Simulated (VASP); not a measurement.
# BAs in VASP: single point with PBE

Aim: the single point of BAs with PBE.

Everything below comes from runs of VASP 6.6.1. Logs are shortened: lines on timing, memory, paths and dates and some standing lists are left out, and cuts for length are marked.

### Step 1. The cell of the first run

The typed cell holds 2 atoms: a = 3.145 Å, b = 3.145 Å, c = 2.704 Å, α = 90.00°, β = 90.00°, γ = 90.00°.

The cell was generated, and may not be a known phase.

### Step 2. Single point, PBE

Input file INCAR:

```
SYSTEM = BAs
ALGO = Normal
EDIFF = 1E-6
ENCUT = 560
GGA = PE
GGA_COMPAT = .FALSE.
ISIF = 2
ISMEAR = 0
LASPH = .TRUE.
LCHARG = .FALSE.
LREAL = .FALSE.
LWAVE = .FALSE.
NBANDS = 16
NELM = 120
PREC = Accurate
SIGMA = 0.1
```

Input file KPOINTS:

```
k-points
0
G
  6 6 6
  0 0 0
```

Input file POSCAR:

```
BAs
1.0
    3.1454058653      0.0000000000      0.0000000000
    0.0000000000      3.1454058653      0.0000000000
    0.0000000000      0.0000000000      2.7038217981
B As
1 1
Direct
    0.5000000000      0.5000000000      0.7461424433
    0.0000000000      0.0000000000      0.7462117667
```

Potentials or basis: VASP PAW PBE potentials, release 64 (B, As_d).

Command:

```console
cat potpaw_PBE.64/B/POTCAR potpaw_PBE.64/As_d/POTCAR > POTCAR
mpirun -np 1 vasp_std > vasp.out
```

OUTCAR:

```text
SYSTEM = BAs
   EDIFF = 1E-6
   ENCUT = 560
   GGA = PE
   ISIF = 2
   ISMEAR = 0
   LASPH = .TRUE.
   LREAL = .FALSE.
   NELM = 120
   PREC = Accurate

 ion  position               nearest neighbor table
   1  0.500  0.500  0.746-   2 2.22   2 2.22   2 2.22   2 2.22
   2  0.000  0.000  0.746-   1 2.22   1 2.22   1 2.22   1 2.22

  LATTYP: Found a simple tetragonal cell.
 ALAT       =     3.1454058653
 C/A-ratio  =     0.8596098290

  Lattice vectors:

 A1 = (   3.1454058653,   0.0000000000,   0.0000000000)
 A2 = (   0.0000000000,   3.1454058653,   0.0000000000)
 A3 = (   0.0000000000,   0.0000000000,   2.7038217981)

Analysis of symmetry for initial positions (statically):
=====================================================================
 Subroutine PRICEL returns:
 Original cell was already a primitive cell.

 Routine SETGRP: Setting up the symmetry group for a
 simple tetragonal supercell.

 Subroutine GETGRP returns: Found  8 space group operations
 (whereof  8 operations were pure point group operations)
 out of a pool of 16 trial point group operations.

The static configuration has the point symmetry C_4v.

Analysis of symmetry for dynamics (positions and initial velocities):
=====================================================================
 Subroutine PRICEL returns:
 Original cell was already a primitive cell.

 Routine SETGRP: Setting up the symmetry group for a
 simple tetragonal supercell.

 Subroutine GETGRP returns: Found  8 space group operations
 (whereof  8 operations were pure point group operations)
 out of a pool of 16 trial point group operations.

The dynamic configuration has the point symmetry C_4v.

 Subroutine INISYM returns: Found  8 space group operations
 (whereof  8 operations are pure point group operations),
 and found     1 'primitive' translations

----------------------------------------------------------------------------------------

                                     Primitive cell

  volume of cell :      26.7505

  direct lattice vectors                    reciprocal lattice vectors
     3.145405865  0.000000000  0.000000000     0.317923995  0.000000000  0.000000000
     0.000000000  3.145405865  0.000000000     0.000000000  0.317923995  0.000000000
     0.000000000  0.000000000  2.703821798     0.000000000  0.000000000  0.369846859

  length of vectors
[... 79 lines left out ...]
   LASPH  =      T    aspherical Exc in radial PAW
   ENCUT  =  560.0 eV  41.16 Ry    6.42 a.u.   6.07  6.07  5.22*2*pi/ulx,y,z
   NELM   =    120;   NELMIN=  2; NELMDL= -5     # of ELM steps
   EDIFF  = 0.1E-05   stopping-criterion for ELM
   LREAL  =      F    real-space projection
   EDIFFG = 0.1E-04   stopping-criterion for IOM
   NSW    =      0    number of steps for IOM
   IBRION =     -1    ionic relax: 0-MD 1-quasi-New 2-CG
   NFREE  =      0    steps in history (QN), initial steepest desc. (CG)
   ISIF   =      2    stress and relaxation
   ISYM   =      2    0-nonsym 1-usesym 2-fastsym
   POTIM  = 0.5000    time-step for ionic-motion
   TEBEG  =    0.0;   TEEND  =   0.0 temperature during run
   PSTRESS=    0.0 pullay stress
   NELECT =      18.0000    total number of electrons
   NUPDOWN=      -1.0000    fix difference up-down
   EMIN   =  10.00;   EMAX   =-10.00  energy-range for DOS
   EFERMI =   0.00;   METHOD = LEGACY
   ISMEAR =     0;   SIGMA  =   0.10  broadening in eV -4-tet -1-fermi 0-gaus
   EFERMI_NEDOS =   21; number of points for ismear=-14 and -15
   IALGO  =     38    algorithm
   IMIX   =      4    mixing-type and parameters
     AMIX     =   0.40;   BMIX     =  1.00
     AMIX_MAG =   1.60;   BMIX_MAG =  1.00
  volume/ion in A,a.u.               =      13.38        90.26
  Fermi-wavevector in a.u.,A,eV,Ry     =   1.434570  2.710945 28.000682  2.057992
  Thomas-Fermi vector in A             =   2.553964
   LORBIT       =      0    0 simple, 1 ext, 2 COOP (PROOUT), +10 PAW based schemes
   GGA     = PE    functional components
   LHFCALC =     F    Hartree Fock is set to
   AEXX    =    0.0000 exact exchange contribution
   IVDW    =     0    specifies the selected vdW correction
   LEPSILON=     F    determine dielectric tensor
   LRPA    =     F    only Hartree local field effects (RPA)
 non-spin polarized calculation
 Gauss-broadening in eV      SIGMA  =   0.10
  energy-cutoff  :      560.00
  volume of cell :       26.75
 maximum number of plane-waves:       824
   NGX = 13   NGY = 13   NGZ = 11

 number of electron      18.0000017 magnetization

 Free energy of the ion-electron system (eV)
  ---------------------------------------------------
  ext. energy  EPLUGINS =         0.00000000
  ---------------------------------------------------
  free energy    TOTEN  =        -9.29473691 eV

  energy without entropy =       -9.29074796  energy(sigma->0) =       -9.29274244

 E-fermi :   5.1842     XC(G=0): -11.5382

 val. band max:        5.1543166130   @ k =   0.3333   0.0000   0.3333
 cond. band min:       5.2759400035   @ k =   0.3333   0.0000   0.1667
 fundamental gap:      0.1216233905
 Fermi energy:         5.1841710418

 k-point     1 :       0.0000    0.0000    0.0000
  band No.  band energies     occupation
      1     -31.0683      2.00000
      2     -30.9607      2.00000
      3     -30.9607      2.00000
      4     -30.9291      2.00000
      5     -30.9167      2.00000
      6     -10.4394      2.00000
[... 433 lines left out ...]
      3     -30.9818      2.00000
      4     -30.9235      2.00000
      5     -30.9088      2.00000
      6      -6.3953      2.00000
[... 8 lines left out ...]
     15      18.7285      0.00000
     16      19.3126      0.00000

 [... further k-points ...]

------------------------ aborting loop because EDIFF is reached ----------------------------------------

  FORCE on cell =-STRESS in cart. coord.  units (eV):
  Direction    XX          YY          ZZ          XY          YZ          ZX
  --------------------------------------------------------------------------------------
  -------------------------------------------------------------------------------------
  Total       -0.0745715     -0.0745715     -0.0115009      0.0000000      0.0000000      0.0000000
  in kB       -4.4663422     -4.4663422     -0.6888254      0.0000000      0.0000000      0.0000000
  external PRESSURE =      -3.2071699 kB  Pullay stress =       0.0000000 kB

 VOLUME and BASIS-vectors are now :
 -----------------------------------------------------------------------------
  energy-cutoff  :      560.00
  volume of cell :       26.75
      direct lattice vectors                 reciprocal lattice vectors
     3.145405865  0.000000000  0.000000000     0.317923995  0.000000000  0.000000000
     0.000000000  3.145405865  0.000000000     0.000000000  0.317923995  0.000000000
     0.000000000  0.000000000  2.703821798     0.000000000  0.000000000  0.369846859

 POSITION                                       TOTAL-FORCE (eV/Angst)
 -----------------------------------------------------------------------------------
      1.57270      1.57270      2.01744         0.000000      0.000000      0.000438
      0.00000      0.00000      2.01762         0.000000     -0.000000     -0.000438
 -----------------------------------------------------------------------------------
    total drift:                                0.000000      0.000000      0.000063

  FREE ENERGIE OF THE ION-ELECTRON SYSTEM (eV)
  ---------------------------------------------------
  free  energy   TOTEN  =        -9.2947369140 eV

  energy  without entropy=       -9.2907479591  energy(sigma->0) =       -9.29274244
```

OSZICAR:

```text
N       E                     dE             d eps       ncg     rms          rms(c)
DAV:   1     0.834685416131E+02    0.83469E+02   -0.75462E+03  1416   0.510E+03
DAV:   2    -0.153985231589E+01   -0.85008E+02   -0.81066E+02  1528   0.592E+02
DAV:   3    -0.934112442675E+01   -0.78013E+01   -0.77551E+01  1392   0.831E+01
DAV:   4    -0.950276257417E+01   -0.16164E+00   -0.16162E+00  1632   0.127E+01
DAV:   5    -0.950465032154E+01   -0.18877E-02   -0.18877E-02  1512   0.161E+00    0.411E+00
DAV:   6    -0.931418904817E+01    0.19046E+00   -0.26410E-01  1608   0.488E+00    0.224E+00
DAV:   7    -0.929647898384E+01    0.17710E-01   -0.47496E-02  1472   0.166E+00    0.948E-01
DAV:   8    -0.929460297048E+01    0.18760E-02   -0.73592E-03  1696   0.106E+00    0.957E-02
DAV:   9    -0.929473380973E+01   -0.13084E-03   -0.42388E-04  1592   0.282E-01    0.335E-02
DAV:  10    -0.929473567979E+01   -0.18701E-05   -0.22895E-05  1752   0.745E-02    0.126E-02
DAV:  11    -0.929473708069E+01   -0.14009E-05   -0.64549E-06  1664   0.588E-02    0.156E-03
DAV:  12    -0.929473691396E+01    0.16673E-06   -0.23818E-07  1104   0.996E-03
   1 F= -.92947369E+01 E0= -.92927424E+01  d E =-.398895E-02
```

stdout:

```text
POSCAR found type information on POSCAR B As
 POSCAR found :  2 types and       2 ions
 scaLAPACK will be used
 LDA part: xc-table for (Slater+PW92), standard interpolation
 POSCAR, INCAR and KPOINTS ok, starting setup
 FFT: planning ... GRIDC
 FFT: planning ... GRID_SOFT
 FFT: planning ... GRID
 WAVECAR not read
 entering main loop
```

Run time: 9.9 s. Hardware: 1 thread of Intel Xeon Platinum 8259CL at 2.50GHz (Skylake/Cascade Lake), shared host; peak memory 0.15 GiB.

What came out:

| Item | Value |
| --- | --- |
| Free energy | -9.2947 eV |
| Pressure | -0.3 GPa |
| Band gap on the k mesh | zero (bands 9 and 10 overlap by 5.99 eV) |

Stress tensor (GPa, compression positive):
```
-0.45  0.00  0.00
 0.00 -0.45  0.00
 0.00  0.00 -0.07
```

Caveat: the k points lie up to 0.39 Å⁻¹ apart, too coarse for converged energies and pressures of a metal.

The gap in the log of VASP goes by the Fermi energy; the results here count the filled bands.